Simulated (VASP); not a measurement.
## AlGaN2: single point with r2SCAN

Crystal: AlGaN2.

```
Al Ga N
1.0
     2.95568    0.00000    0.00000
     0.00000    2.95568    0.00000
     0.00000    0.00000    4.99559
Al Ga N
1 1 2
Direct
  0.50000 0.50000 0.50000
  0.00000 0.00000 0.00000
  0.50000 0.00000 0.73826
  0.00000 0.50000 0.26174
```

This cell differs from its parent crystal: ratio of the length along z to the lengths across it x 1.2, volume and fractional coordinates fixed.

* Program: VASP 6.6.1
* Task: single point
* Functional: r2SCAN
* Potentials or basis: VASP PAW PBE potentials, release 64 (Al, Ga_d, N)
* Cutoff: 520 eV
* k mesh: 8 × 8 × 6
* Occupations: gaussian, width 0.05 eV
* Spin: no spin polarisation
* Dipole correction: no
* Further INCAR settings: ALGO = Normal; EDIFF = 1e-06; NBANDS = 21

```
Pressure               : -1.8 GPa
Largest force          : 0.244 eV/Å
Band gap on the k mesh : 2.70 eV, indirect (least direct gap 2.74 eV)
```

Forces on the atoms (eV/Å):
```
Al   0.000  0.000  0.000
Ga   0.000  0.000  0.000
N    0.000  0.000  0.244
N    0.000  0.000 -0.244
```

Stress tensor (GPa, compression positive):
```
 11.08   0.00   0.00
  0.00  11.08   0.00
  0.00   0.00 -27.69
```

Levels at points of the mesh, in eV from the valence-band top:
| k point | band 10 | band 11 | band 12 | band 13 | band 14 | band 15 | band 16 | band 17 |
| --- | --- | --- | --- | --- | --- | --- | --- | --- |
| (0.00, 0.00, 0.00) | -1.74 | -1.32 | -0.04 | -0.04 | 2.70 | 4.59 | 9.87 | 11.31 |
| (0.50, 0.00, 0.00) | -4.15 | -4.02 | -0.60 | -0.16 | 7.05 | 7.13 | 8.64 | 9.69 |
| (0.50, 0.50, 0.00) | -3.11 | -3.11 | -3.08 | -3.06 | 3.20 | 3.20 | 5.44 | 8.43 |
| (0.00, 0.00, 0.50) | -1.24 | -1.24 | -0.67 | -0.67 | 5.27 | 5.58 | 7.43 | 10.49 |
| (0.50, 0.00, 0.50) | -2.01 | -1.99 | -0.60 | -0.12 | 4.32 | 5.51 | 9.79 | 10.04 |
| (0.50, 0.50, 0.50) | -4.26 | -3.64 | -3.59 | -3.59 | 5.50 | 5.50 | 8.29 | 8.73 |

Run time: 4.2 min on 1 thread of AMD EPYC 7R43 64-Core Processor (Zen 3), on a shared host, peak memory 0.17 GiB.

Caveat: the PAW data sets were made with another functional, which shifts forces and pressure a little. A k mesh can miss the band edges.
